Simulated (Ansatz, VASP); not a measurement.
## Cd4O3: VASP beside Ansatz

Contents of INCAR:

```
SYSTEM = Cd4O3
PREC = Accurate ; ENCUT = 520
EDIFF = 1E-6 ; ISMEAR = 0
SIGMA = 0.02 ; LREAL = .False.
LASPH = .True. ; NELM = 80
ALGO = Normal ; ISIF = 2
LWAVE = .False. ; LCHARG = .False.
GGA = PE ; NBANDS = 42
```

KPOINTS

```
Automatic mesh
0
Gamma
  8 8 8
  0 0 0
```

POSCAR

```
Cd4O3
1.0
    4.9256629770      0.0000000000      0.0000000000
    0.0000000000      4.9256629770      0.0000000000
    0.0000000000      0.0000000000      4.9256629770
Cd O
4 3
Direct
    0.7231847506      0.2768152494      0.2768152494
    0.2768152494      0.7231847506      0.2768152494
    0.2768152494      0.2768152494      0.7231847506
    0.7231847506      0.7231847506      0.7231847506
    0.0000000000      0.0000000000      0.5000000000
    0.5000000000      0.0000000000      0.0000000000
    0.0000000000      0.5000000000      0.0000000000
```

Input for Ansatz:

```yaml
crystal:
  lattice:
    - [4.925662977, 0.0, 0.0]
    - [0.0, 4.925662977, 0.0]
    - [0.0, 0.0, 4.925662977]
  atoms:
    - { symbol: Cd, position: [0.7231847506, 0.2768152494, 0.2768152494] }
    - { symbol: Cd, position: [0.2768152494, 0.7231847506, 0.2768152494] }
    - { symbol: Cd, position: [0.2768152494, 0.2768152494, 0.7231847506] }
    - { symbol: Cd, position: [0.7231847506, 0.7231847506, 0.7231847506] }
    - { symbol: O, position: [0.0, 0.0, 0.5] }
    - { symbol: O, position: [0.5, 0.0, 0.0] }
    - { symbol: O, position: [0.0, 0.5, 0.0] }
basis:
  ecutwfc: 420
kpoints:
  mp_grid: { grid: [8, 8, 8] }
  band_path:
    path:
      - [[0.0, 0.0, 0.0], [0.0, 0.5, 0.0], [0.5, 0.5, 0.0], [0.0, 0.0, 0.0], [0.5, 0.5, 0.5], [0.0, 0.5, 0.0]]
      - [[0.5, 0.5, 0.5], [0.5, 0.5, 0.0]]
    npoints: 14
hamiltonian:
  xc: pbe
scf:
  occupations: { method: gaussian, width: 0.02 }
  n_extra_bands: 17
output:
  forces: true
  stress: true
  eigenvalues: true
  populations: true
  dos: { projected: true, de: 0.02, nscf_kmesh: { grid: [12, 12, 12] } }
  bader: true
  write_density: true
  write_potential: true
  elf: true
  volumetric_format: npy
```

Alike in both runs: task single point; functional PBE; k mesh 8 × 8 × 8; occupations gaussian, width 0.02 eV; no spin polarisation.

|  | VASP | Ansatz |
| --- | --- | --- |
| version | VASP 6.6.1 | Ansatz 0.2.0 |
| potentials or method | VASP PAW PBE potentials, release 64 (Cd, O), cutoff 520 eV | scalar-relativistic, plane waves, PAW |
| valence electrons in the cell | 66 | 98 |

|  | VASP | Ansatz | Ansatz less VASP |
| --- | --- | --- | --- |
| gap on the k mesh at the Fermi level (eV) | 0.43 | 0.42 | -0.002 |
| least direct gap on the mesh (eV) | 0.52 | 0.54 | +0.013 |
| pressure (GPa) | 1.1 | 0.0 | -1.09 |
| rms of the force components (eV/Å) | 0.031 | 0.000 | -0.0310 |

Atom by atom the forces differ by 0.032 eV/Å (rms over components). VASP's potentials hold 66 valence electrons a cell and Ansatz's 98, so a difference there can come from the potentials and not from the codes.
